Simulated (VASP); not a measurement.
Sn, 1 atom in the cell. The structure is cubic, space group Im-3m (No. 229). Conventional cell: a = 3.813 Å, b = 3.813 Å, c = 3.813 Å, α = 90.00°, β = 90.00°, γ = 90.00°. Sn (site symmetry m-3m) has 14 Sn at 3.30 to 3.81 Å within 4.3 Å. 

| Quantity | Value |
| --- | --- |
| Program | VASP 6.6.1 |
| Task | single point |
| Functional | PBE |
| Potentials or basis | VASP PAW PBE potentials, release 64 (Sn_d) |
| Cutoff | 520 eV |
| k mesh | 18 × 18 × 18 |
| Occupations | fermi-dirac, width 0.08 eV |
| Spin | no spin polarisation |
| Dipole correction | no |
| Further INCAR settings | ALGO = Normal; EDIFF = 1e-06; NBANDS = 13 |

Potentials or basis: VASP PAW PBE potentials, release 64 (Sn_d).

Run with:

```sh
$ cat potpaw_PBE.64/Sn_d/POTCAR > POTCAR
$ mpirun -np 1 vasp_std > vasp.out
```

Hardware: 1 thread of Intel(R) Xeon(R) 6975P-C (Granite Rapids) (shared host).

Problem. Estimate the wall time of this run.

Solution. It took 26 s on 1 thread of Intel(R) Xeon(R) 6975P-C (Granite Rapids) (shared host), peak memory 0.2 GiB. Counts: scf iterations 11, k points 195.
